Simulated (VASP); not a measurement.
Input of a VASP 6.6.1 run:

The input INCAR:

```
SYSTEM = WS2
  ALGO = Normal
  EDIFF = 1E-7
  ENCUT = 520
  GGA = PE
  ISIF = 2
  ISMEAR = -1
  LASPH = .True.
  LCHARG = .False.
  LREAL = .False.
  LWAVE = .False.
  NBANDS = 20
  NELM = 80
  PREC = Accurate
  SIGMA = 0.02
```

Contents of KPOINTS:

```
k-points
0
Gamma
  10 10 10
  0 0 0
```

Contents of POSCAR:

```
WS2
1.0
    1.6291814201      0.9156121206      6.2374759785
   -1.6291814201      0.9156121206      6.2374759785
    0.0000000000     -1.8312242411      6.2374759785
W S
1 2
Direct
   -0.0003113073     -0.0003113073      0.0026262409
    0.2517302527      0.2517302527      0.2504590288
    0.4172810547      0.4172810547      0.4156147303
```

Potentials or basis: VASP PAW PBE potentials, release 64 (W_sv, S).

Run with:

```sh
$ cat potpaw_PBE.64/W_sv/POTCAR potpaw_PBE.64/S/POTCAR > POTCAR
$ mpirun -np 1 vasp_std > vasp.out
```

**Question.** Predict the pressure.

**Answer.** 0.5 GPa.

**Question.** Estimate the largest force.

**Answer.** 0.181 eV/Å.

**Question.** What does it give for the band gap on the k mesh?

**Answer.** 1.06 eV (least direct gap 1.92 eV).

Forces in eV/Å, atoms in the order of the input:
```
W    0.000 -0.026  0.002
S    0.000  0.014 -0.180
S    0.000  0.012  0.179
```

Caveat: the cell differs from its parent crystal (uniaxial x strain +2.7%); spin-orbit coupling is left out, which moves the levels of the heavy elements. A k mesh can miss the band edges.
